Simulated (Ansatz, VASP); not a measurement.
**One calculation of Os, two programs**

Contents of INCAR:

```
SYSTEM = Os
ALGO     = Normal         ! electronic algorithm
EDIFF    = 1E-7           ! SCF threshold, eV
ENCUT    = 520            ! plane-wave cutoff, eV
ISIF     = 2              ! what is computed and relaxed
ISMEAR   = 1              ! smearing method
LASPH    = .TRUE.         ! aspherical terms in the spheres
LCHARG   = .TRUE.         ! write CHGCAR
LELF     = .TRUE.         ! ELF
LREAL    = .FALSE.        ! projectors in reciprocal space
LVHAR    = .TRUE.       
LWAVE    = .FALSE.        ! write WAVECAR
NBANDS   = 15             ! bands
NELM     = 60             ! most SCF steps
PREC     = Accurate       ! precision mode
SIGMA    = 0.6            ! smearing width, eV
```

The input KPOINTS:

```
k-points
0
G
  13 13 8
  0 0 0
```

File POSCAR:

```
Os
1.0
    2.7175247593      0.0000000000      0.0000000000
   -1.3587623796      2.3534454770      0.0000000000
    0.0000000000      0.0000000000      4.2844606214
Os
2
Direct
    0.3333333333      0.6666666667      0.2500000000
    0.6666666667      0.3333333333      0.7500000000
```

Input for Ansatz:

```yaml
crystal:
  lattice:
    - [2.7175247593, 0.0, 0.0]
    - [-1.3587623796, 2.353445477, 0.0]
    - [0.0, 0.0, 4.2844606214]
  atoms:
    - { symbol: Os, position: [0.3333333333, 0.6666666667, 0.25] }
    - { symbol: Os, position: [0.6666666667, 0.3333333333, 0.75] }
hamiltonian:
  xc: lda
  pseudopotentials:
    kind: paw
    azcp:
      Os: "pseudopotentials/Os.paw.azcp"
basis:
  ecutwfc: 420
  fft_grid_basis: typed
kpoints:
  mp_grid: { grid: [13, 13, 8], shift: [0, 0, 0] }
magnetization:
  spin_polarized: false
scf:
  occupations: { method: cold, width: 0.6 }
  lower_state_search: "off"
output:
  stress: true
```

Alike in both runs: task single point; functional LDA; k mesh 13 × 13 × 8; no spin polarisation.

|  | VASP | Ansatz |
| --- | --- | --- |
| version | VASP 6.6.1 | Ansatz 0.2.0 |
| potentials or method | VASP PAW LDA potentials, release 64 (Os), cutoff 520 eV | plane waves (420 eV) with PAW, scalar-relativistic |
| occupations | methfessel-paxton of order 1, width 0.6 eV | cold, width 0.6 eV |
| valence electrons in the cell | 16 | 32 |

|  | VASP | Ansatz | Ansatz less VASP |
| --- | --- | --- | --- |
| pressure (GPa) | 0.8 | -0.2 | -1.01 |
| traceless stress, the component that is largest in VASP (GPa) | -0.26 | 0.18 | +0.439 |

Ansatz warns that its potentials were made for another functional, while VASP's fit it. LDA's correlation is that of Perdew and Zunger in VASP and of Perdew and Wang (1992) in Ansatz. VASP's potentials hold 16 valence electrons a cell and Ansatz's 32, so a difference there can come from the potentials and not from the codes.

Neither program's run includes spin-orbit coupling.
